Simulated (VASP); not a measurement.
Set up this calculation in VASP 6.6.1, as the native input.

* Task: single point
* Functional: PBEsol
* Potentials or basis: VASP PAW PBE potentials, release 64 (Zr_sv, S)
* Cutoff: 520 eV
* k mesh: 16 × 16 × 16
* Occupations: gaussian, width 0.15 eV
* Spin: no spin polarisation
* Dipole correction: no
* Further INCAR settings: ALGO = Normal; EDIFF = 1e-06; NBANDS = 16

The structure of ZrS lies in POSCAR:

```
ZrS
1.0
    0.0000000000      2.5876392549      2.6435693601
    2.5189214351      0.0000000000      2.6435693601
    2.5189214351      2.5876392549      0.0000000000
Zr S
1 1
Direct
    0.0000000000      0.0000000000      0.0000000000
    0.5000000000      0.5000000000      0.5000000000
```

This cell differs from its parent crystal: strain +e along x and -e along y -0.0133, strain +e along z and -e/2 along x and y +0.0233.

These files were run (other wordings do the same):

INCAR

```
SYSTEM = ZrS
PREC = Accurate
ENCUT = 520
EDIFF = 1E-6
ISMEAR = 0
SIGMA = 0.15
LREAL = .False.
LASPH = .True.
NELM = 60
ALGO = Normal
ISIF = 2
LWAVE = .False.
LCHARG = .True.
GGA = PS
LELF = .True.
LVHAR = .True.
NBANDS = 16
```

KPOINTS

```
regular mesh
0
Gamma
  16 16 16
  0 0 0
```

Potentials or basis: VASP PAW PBE potentials, release 64 (Zr_sv, S).

Launch:

```bash
$ cat potpaw_PBE.64/Zr_sv/POTCAR potpaw_PBE.64/S/POTCAR > POTCAR
$ mpirun -np 1 vasp_std > vasp.out
```

Results of the run:

The pressure is 1.0 GPa and the band gap on the k mesh is zero (bands 9 and 10 overlap by 2.99 eV).

Caveat: the cell differs from its parent crystal (strain +e along x and -e along y -0.0133, strain +e along z and -e/2 along x and y +0.0233); the stress differs along the axes, from -6 to 9 GPa; the PAW data sets were made with another functional, which shifts forces and pressure a little.

It took 2.9 min on 1 thread of Intel(R) Xeon(R) 6975P-C (Granite Rapids), with other jobs on the host, peak memory 0.42 GiB.
